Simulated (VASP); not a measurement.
Here is a VASP 6.6.1 calculation.

INCAR

```
SYSTEM = Sn
ALGO     = Normal         ! electronic algorithm
EDIFF    = 1E-6           ! SCF threshold, eV
EDIFFG   = -0.005         ! ionic threshold
ENCUT    = 600            ! plane-wave cutoff, eV
GGA      = PE             ! functional
IBRION   = 2              ! ionic algorithm
ISIF     = 3              ! what is computed and relaxed
ISMEAR   = 0              ! smearing method
IVDW     = 12             ! dispersion correction
LASPH    = .True.         ! aspherical terms in the spheres
LCHARG   = .False.        ! write CHGCAR
LREAL    = .False.        ! projectors in reciprocal space
LWAVE    = .False.        ! write WAVECAR
NELM     = 80             ! most SCF steps
NSW      = 100            ! ionic steps
PREC     = Accurate       ! precision mode
SIGMA    = 0.1            ! smearing width, eV
```

Contents of KPOINTS:

```
k-points
0
Gamma
  12 12 12
  0 0 0
```

POSCAR

```
Sn
1.0
    0.0000000000      3.2456000000      3.2456000000
    3.2456000000      0.0000000000      3.2456000000
    3.2456000000      3.2456000000      0.0000000000
Sn
2
Direct
    0.5000000000      0.5000000000      0.5000000000
    0.7500000000      0.7500000000      0.7500000000
```

Potentials or basis: VASP PAW PBE potentials, release 64 (Sn_d).

Launch:

```console
$ cat potpaw_PBE.64/Sn_d/POTCAR > POTCAR
$ mpirun -np 1 vasp_std > vasp.out
```

Question: What does it give for the band gap on the k mesh?

Answer: Zero (bands 14 and 15 overlap by 0.16 eV).

Question: Predict the relaxed volume.

Answer: 35.48 Å³/atom.

The path:
```
step  energy change (eV)  largest force (eV/Å)  pressure (GPa)  volume (Å³)
   1              0.0000                0.0000            1.60        68.38
   2             -0.0111                0.0000           -0.46        71.82
   3             -0.0124                0.0000            0.07        70.95
   4             -0.0123                0.0000           -0.05        71.06
   5             -0.0124                0.0000           -0.02        71.01
   6             -0.0124                0.0000            0.00        70.96
```

Caveat: spin-orbit coupling is left out, which moves the levels of the heavy elements. Zero-point motion and thermal expansion aren't in these numbers.
